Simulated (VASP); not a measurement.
# PbSe (I4/mmm) in VASP: further runs, part 2 of 2

VASP 6.6.1.

### 4 Single point, PBE+D3(BJ) (30.93 Å³/atom)

This run uses another cell than the first one, of 30.93 Å³/atom.

The input, INCAR:

```
PREC = Accurate ; ENCUT = 520
EDIFF = 1E-6 ; ISMEAR = 0
SIGMA = 0.03 ; LREAL = False
LASPH = True ; NELM = 60
ALGO = Normal ; ISIF = 2
LWAVE = False ; LCHARG = False
GGA = PE ; IVDW = 12
NBANDS = 17
```

The input, KPOINTS:

```
Automatic mesh
0
Gamma
  10 10 10
```

The input, POSCAR:

```
PbSe
1.0
    0.0000000000      3.2068190983      3.0076756323
    3.2068190983      0.0000000000      3.0076756323
    3.2068190983      3.2068190983      0.0000000000
Pb Se
1 1
Direct
    0.0000000000      0.0000000000      0.0000000000
    0.5000000000      0.5000000000      0.5000000000
```

Potentials or basis: VASP PAW PBE potentials, release 64 (Pb_d, Se).

Started as:

```
cat potpaw_PBE.64/Pb_d/POTCAR potpaw_PBE.64/Se/POTCAR > POTCAR
mpirun -np 1 vasp_std > vasp.out
```

OUTCAR:

```text
PREC = Accurate
   ENCUT = 520
   EDIFF = 1E-6
   ISMEAR = 0
   LREAL = False
   LASPH = True
   NELM = 60
   ISIF = 2
   GGA = PE
   IVDW = 12
 IVDW          = 12

 ion  position               nearest neighbor table
   1  0.000  0.000  0.000-   2 3.01   2 3.01   2 3.21   2 3.21   2 3.21   2 3.21
   2  0.500  0.500  0.500-   1 3.01   1 3.01   1 3.21   1 3.21   1 3.21   1 3.21

  LATTYP: Found a body centered tetragonal cell.
 ALAT       =     4.5351270609
 C/A-ratio  =     1.3263909002

  Lattice vectors:

 A1 = (   0.0000000000,  -3.2068190983,  -3.0076756323)
 A2 = (   0.0000000000,   3.2068190983,  -3.0076756323)
 A3 = (   3.2068190983,   0.0000000000,   3.0076756323)

Analysis of symmetry for initial positions (statically):
=====================================================================
 Subroutine PRICEL returns:
 Original cell was already a primitive cell.

 Routine SETGRP: Setting up the symmetry group for a
 body centered tetragonal supercell.

 Subroutine GETGRP returns: Found 16 space group operations
 (whereof 16 operations were pure point group operations)
 out of a pool of 16 trial point group operations.

The static configuration has the point symmetry D_4h.
[... 161 lines left out ...]

 E-fermi :   4.4277     XC(G=0):  -9.1780

 val. band max:        4.2103449460   @ k =   0.5000   0.0000   0.0000
 cond. band min:       4.6203705314   @ k =   0.5000   0.0000   0.0000
 fundamental gap:      0.4100255854
 Fermi energy:         4.4276949536

 k-point     1 :       0.0000    0.0000    0.0000
  band No.  band energies     occupation
      1     -12.5795      2.00000
      2     -12.5773      2.00000
      3     -12.5552      2.00000
      4     -12.5552      2.00000
      5     -12.5431      2.00000
      6      -8.8315      2.00000
[... 457 lines left out ...]
      4     -12.5273      2.00000
      5     -12.5261      2.00000
      6      -7.8231      2.00000
[... 9 lines left out ...]
     16      14.5370      0.00000
     17      15.7893      0.00000

 [... further k-points ...]

------------------------ aborting loop because EDIFF is reached ----------------------------------------

 Edisp (eV)   -0.68317

 E8    (eV) :    -0.3191

  FORCE on cell =-STRESS in cart. coord.  units (eV):
  Direction    XX          YY          ZZ          XY          YZ          ZX
  --------------------------------------------------------------------------------------
  -------------------------------------------------------------------------------------
  Total      -1.69961    -1.69961     0.81871     0.00000    -0.00000     0.00000
  in kB     -44.02010   -44.02010    21.20457     0.00000    -0.00000     0.00000
  external pressure =      -22.28 kB  Pullay stress =        0.00 kB

 VOLUME and BASIS-vectors are now :
 -----------------------------------------------------------------------------
  energy-cutoff  :      520.00
  volume of cell :       61.86
      direct lattice vectors                 reciprocal lattice vectors
     0.000000000  3.206819098  3.007675632    -0.155917744  0.155917744  0.166241331
     3.206819098  0.000000000  3.007675632     0.155917744 -0.155917744  0.166241331
     3.206819098  3.206819098  0.000000000     0.155917744  0.155917744 -0.166241331

 POSITION                                       TOTAL-FORCE (eV/Angst)
 -----------------------------------------------------------------------------------
      0.00000      0.00000      0.00000         0.000000      0.000000      0.000000
      3.20682      3.20682      3.00768         0.000000     -0.000000     -0.000000
 -----------------------------------------------------------------------------------
    total drift:                                0.000000      0.000000      0.000000

  FREE ENERGIE OF THE ION-ELECTRON SYSTEM (eV)
  ---------------------------------------------------
  free  energy   TOTEN  =        -8.8227977781 eV

  energy  without entropy=       -8.8227977781  energy(sigma->0) =       -8.82279778
```

OSZICAR:

```text
N       E                     dE             d eps       ncg     rms          rms(c)
DAV:   1     0.158368076095E+03    0.15837E+03   -0.94269E+03  3476   0.118E+03
DAV:   2     0.328260734064E+01   -0.15509E+03   -0.14981E+03  3736   0.303E+02
DAV:   3    -0.821090065606E+01   -0.11494E+02   -0.11380E+02  4339   0.884E+01
DAV:   4    -0.848182430070E+01   -0.27092E+00   -0.27070E+00  4356   0.156E+01
DAV:   5    -0.849140005080E+01   -0.95758E-02   -0.95754E-02  4925   0.282E+00    0.274E+00
DAV:   6    -0.814103356189E+01    0.35037E+00   -0.90018E-01  5166   0.605E+00    0.146E+00
DAV:   7    -0.813638076278E+01    0.46528E-02   -0.13467E-01  4102   0.172E+00    0.837E-01
DAV:   8    -0.814010096439E+01   -0.37202E-02   -0.15593E-02  4159   0.130E+00    0.181E-01
DAV:   9    -0.813952114670E+01    0.57982E-03   -0.34193E-03  5304   0.508E-01    0.639E-02
DAV:  10    -0.813961589718E+01   -0.94750E-04   -0.27355E-04  4053   0.958E-02    0.221E-02
DAV:  11    -0.813962640538E+01   -0.10508E-04   -0.60046E-05  4462   0.750E-02    0.876E-03
DAV:  12    -0.813962649890E+01   -0.93524E-07   -0.31417E-06  4602   0.125E-02
   1 F= -.88227978E+01 E0= -.88227978E+01  d E =-.825099E-22
```

stdout:

```text
POSCAR found type information on POSCAR PbSe
 POSCAR found :  2 types and       2 ions
 scaLAPACK will be used
 LDA part: xc-table for (Slater+PW92), standard interpolation
 POSCAR, INCAR and KPOINTS ok, starting setup
 FFT: planning ... GRIDC
 FFT: planning ... GRID_SOFT
 FFT: planning ... GRID
 WAVECAR not read
 entering main loop
```

It took 2.9 min on 1 thread of Intel Xeon 8259CL, shared host; peak memory 0.28 GiB.

Results:

- Free energy: -8.8228 eV
- Pressure: -2.2 GPa
- Band gap on the k mesh: 0.41 eV
- Dispersion energy per atom: -0.342 eV

Caveat: the stress differs along the axes, from -4 to 2 GPa; spin-orbit coupling is left out, which moves the levels of the heavy elements.

### 5 Single point, PBE+D3(BJ) (30.93 Å³/atom)

This run uses another cell than the first one, of 30.93 Å³/atom.

The input, INCAR:

```
SYSTEM = PbSe
PREC = Accurate
ENCUT = 520
EDIFF = 1E-6
ISMEAR = 0
SIGMA = 0.03
LREAL = .FALSE.
LASPH = .TRUE.
NELM = 80
ALGO = Normal
ISIF = 2
LWAVE = .FALSE.
LCHARG = .TRUE.
GGA = PE
IVDW = 12
LELF = .TRUE.
LVHAR = .TRUE.
NBANDS = 17
```

The input, KPOINTS:

```
regular mesh
0
G
  10 10 10
  0 0 0
```

The input, POSCAR:

```
PbSe
1.0
    0.0000000000      3.0726546263      3.2760643626
    3.0726546263      0.0000000000      3.2760643626
    3.0726546263      3.0726546263      0.0000000000
Pb Se
1 1
Direct
    0.0000000000      0.0000000000      0.0000000000
    0.5000000000      0.5000000000      0.5000000000
```

Started as:

```
cat potpaw_PBE.64/Pb_d/POTCAR potpaw_PBE.64/Se/POTCAR > POTCAR
mpirun -np 1 vasp_std > vasp.out
```

Wall time 2.7 min (1 thread of Intel Xeon 8259CL, shared host); peak memory 0.28 GiB.

Results (log left out):

```
Free energy                : -8.8308 eV
Pressure                   : -2.3 GPa
Band gap on the k mesh     : 0.43 eV
Dispersion energy per atom : -0.341 eV
```

Stress tensor (GPa, compression positive):
```
-0.63  0.00  0.00
 0.00 -0.63  0.00
 0.00  0.00 -5.71
```

Levels at points of the mesh, in eV from the valence-band top:
```
           k point  band 8  band 9  band 10  band 11  band 12  band 13
(0.00, 0.00, 0.00)   -1.75   -1.75    -1.25     3.71     4.98     4.98
(0.50, 0.00, 0.00)   -1.30   -1.15     0.00     0.43     1.71     1.98
(0.50, 0.50, 0.00)   -4.31   -2.74    -2.74     4.14     5.20     5.54
(0.50, 0.00, 0.50)   -4.45   -3.16    -2.53     3.92     4.56     5.89
```

Caveat: the stress differs along the axes, from -6 to -1 GPa; spin-orbit coupling is left out, which moves the levels of the heavy elements.

### 6 Single point, PBE+D3(BJ) (30.93 Å³/atom)

This run uses another cell than the first one, of 30.93 Å³/atom.

The input, INCAR:

```
SYSTEM = PbSe
PREC     = Accurate       ! precision mode
ENCUT    = 520            ! plane-wave cutoff, eV
EDIFF    = 1E-6           ! SCF threshold, eV
ISMEAR   = 0              ! smearing method
SIGMA    = 0.03           ! smearing width, eV
LREAL    = .False.        ! projectors in reciprocal space
LASPH    = .True.         ! aspherical terms in the spheres
NELM     = 80             ! most SCF steps
ALGO     = Normal         ! electronic algorithm
ISIF     = 2              ! what is computed and relaxed
LWAVE    = .False.        ! write WAVECAR
LCHARG   = .False.        ! write CHGCAR
GGA      = PE             ! functional
IVDW     = 12             ! dispersion correction
NBANDS   = 17             ! bands
```

The input, KPOINTS:

```
Automatic mesh
0
Gamma
  10 10 10
  0 0 0
```

The input, POSCAR:

```
PbSe
1.0
    0.0000000000      3.1727928128      3.0725325600
    3.1727928128      0.0000000000      3.0725325600
    3.1727928128      3.1727928128      0.0000000000
Pb Se
1 1
Direct
    0.0000000000      0.0000000000      0.0000000000
    0.5000000000      0.5000000000      0.5000000000
```

Potentials or basis: VASP PAW PBE potentials, release 64 (Pb_d, Se).

Started as:

```
cat potpaw_PBE.64/Pb_d/POTCAR potpaw_PBE.64/Se/POTCAR > POTCAR
mpirun -np 1 vasp_std > vasp.out
```

OUTCAR:

```text
SYSTEM = PbSe
   PREC = Accurate
   ENCUT = 520
   EDIFF = 1E-6
   ISMEAR = 0
   LREAL = .False.
   LASPH = .True.
   NELM = 80
   ISIF = 2
   GGA = PE
   IVDW = 12
 IVDW          = 12

 ion  position               nearest neighbor table
   1  0.000  0.000  0.000-   2 3.07   2 3.07   2 3.17   2 3.17   2 3.17   2 3.17
   2  0.500  0.500  0.500-   1 3.07   1 3.07   1 3.17   1 3.17   1 3.17   1 3.17

  LATTYP: Found a body centered tetragonal cell.
 ALAT       =     4.4870066265
 C/A-ratio  =     1.3695244138

  Lattice vectors:

 A1 = (   0.0000000000,  -3.1727928128,  -3.0725325600)
 A2 = (   0.0000000000,   3.1727928128,  -3.0725325600)
[... 669 lines left out ...]

 E8    (eV) :    -0.3191

  FORCE on cell =-STRESS in cart. coord.  units (eV):
  Direction    XX          YY          ZZ          XY          YZ          ZX
  --------------------------------------------------------------------------------------
  -------------------------------------------------------------------------------------
  Total      -1.42065    -1.42065    -0.23820     0.00000     0.00000    -0.00000
  in kB     -36.79492   -36.79492    -6.16949     0.00000     0.00000    -0.00000
  external pressure =      -26.59 kB  Pullay stress =        0.00 kB

 VOLUME and BASIS-vectors are now :
 -----------------------------------------------------------------------------
  energy-cutoff  :      520.00
  volume of cell :       61.86
      direct lattice vectors                 reciprocal lattice vectors
     0.000000000  3.172792813  3.072532560    -0.157589868  0.157589868  0.162732206
     3.172792813  0.000000000  3.072532560     0.157589868 -0.157589868  0.162732206
     3.172792813  3.172792813  0.000000000     0.157589868  0.157589868 -0.162732206

 POSITION                                       TOTAL-FORCE (eV/Angst)
 -----------------------------------------------------------------------------------
      0.00000      0.00000      0.00000        -0.000000      0.000000     -0.000000
      3.17279      3.17279      3.07253         0.000000     -0.000000      0.000000
 -----------------------------------------------------------------------------------
    total drift:                                0.000000      0.000000      0.000000

  FREE ENERGIE OF THE ION-ELECTRON SYSTEM (eV)
  ---------------------------------------------------
  free  energy   TOTEN  =        -8.8619916079 eV

  energy  without entropy=       -8.8619916079  energy(sigma->0) =       -8.86199161
```

OSZICAR:

```text
N       E                     dE             d eps       ncg     rms          rms(c)
DAV:   1     0.158056991809E+03    0.15806E+03   -0.94689E+03  3476   0.116E+03
DAV:   2     0.368161150911E+01   -0.15438E+03   -0.14910E+03  3669   0.304E+02
DAV:   3    -0.822477121482E+01   -0.11906E+02   -0.11792E+02  4476   0.900E+01
DAV:   4    -0.851600267492E+01   -0.29123E+00   -0.29102E+00  4238   0.159E+01
DAV:   5    -0.852563687983E+01   -0.96342E-02   -0.96338E-02  5073   0.284E+00    0.270E+00
DAV:   6    -0.817935822242E+01    0.34628E+00   -0.89322E-01  5184   0.595E+00    0.143E+00
DAV:   7    -0.817558640563E+01    0.37718E-02   -0.13329E-01  4068   0.168E+00    0.830E-01
DAV:   8    -0.817948811824E+01   -0.39017E-02   -0.15881E-02  4164   0.130E+00    0.200E-01
DAV:   9    -0.817881582308E+01    0.67230E-03   -0.35141E-03  5336   0.512E-01    0.667E-02
DAV:  10    -0.817891915234E+01   -0.10333E-03   -0.26987E-04  3972   0.967E-02    0.237E-02
DAV:  11    -0.817892790230E+01   -0.87500E-05   -0.57244E-05  4596   0.754E-02    0.798E-03
DAV:  12    -0.817892804059E+01   -0.13829E-06   -0.29738E-06  4463   0.121E-02
   1 F= -.88619916E+01 E0= -.88619916E+01  d E =-.162776E-21
```

stdout:

```text
POSCAR found type information on POSCAR PbSe
 POSCAR found :  2 types and       2 ions
 scaLAPACK will be used
 LDA part: xc-table for (Slater+PW92), standard interpolation
 POSCAR, INCAR and KPOINTS ok, starting setup
 FFT: planning ... GRIDC
 FFT: planning ... GRID_SOFT
 FFT: planning ... GRID
 WAVECAR not read
 entering main loop
```

Run time: 2.8 min. Hardware: 1 thread of Intel Xeon 8259CL, shared host; peak memory 0.28 GiB.

What came out:

```
Free energy                : -8.8620 eV
Pressure                   : -2.7 GPa
Band gap on the k mesh     : 0.49 eV
Dispersion energy per atom : -0.342 eV
```

Levels at points of the mesh, in eV from the valence-band top:
```csv
k point,band 7,band 8,band 9,band 10,band 11,band 12,band 13,band 14
"(0.00, 0.00, 0.00)",-6.39,-1.71,-1.43,-1.43,4.34,4.34,5.04,6.64
"(0.50, 0.00, 0.00)",-8.39,-1.19,-1.14,0.00,0.49,1.79,1.96,8.48
"(0.50, 0.50, 0.00)",-7.31,-4.39,-2.79,-2.79,3.96,5.25,5.25,6.02
"(0.50, 0.00, 0.50)",-7.20,-4.32,-2.89,-2.57,4.08,5.06,5.62,5.76
```

Caveat: spin-orbit coupling is left out, which moves the levels of the heavy elements.

### 7 The runs side by side

| cell | gap on the mesh (eV) | pressure (GPa) |
| --- | --- | --- |
| a = 4.295, b = 4.295, c = 4.119 Å, angles 61.3, 61.3, 57.3°, 2 atoms | 0.15 | 5.6 |
| a = 4.199, b = 4.199, c = 4.299 Å, angles 59.2, 59.2, 61.6°, 2 atoms | 0.04 | 4.9 |
| a = 4.397, b = 4.397, c = 4.535 Å, angles 59.0, 59.0, 62.1°, 2 atoms | 0.41 | -2.2 |
| a = 4.492, b = 4.492, c = 4.345 Å, angles 61.1, 61.1, 57.9°, 2 atoms | 0.43 | -2.3 |
| a = 4.417, b = 4.417, c = 4.487 Å, angles 59.5, 59.5, 61.1°, 2 atoms | 0.49 | -2.7 |

Alike in all rows: task single point; level PBE+D3(BJ); potentials or basis VASP PAW PBE potentials, release 64 (Pb_d, Se); no spin polarisation; k mesh 10 × 10 × 10; cutoff (eV) 520; smearing gaussian 0.03 eV.

Caveats: spin-orbit coupling is left out, which moves the levels of the heavy elements; the stress differs along the axes, from -3 to 10 GPa (at least some runs); the stress differs along the axes, from 2 to 11 GPa (at least some runs); the stress differs along the axes, from -4 to 2 GPa (at least some runs); the stress differs along the axes, from -6 to -1 GPa (at least some runs).

Total energies depend on the potentials used, so only differences within one code and one set of settings carry meaning.
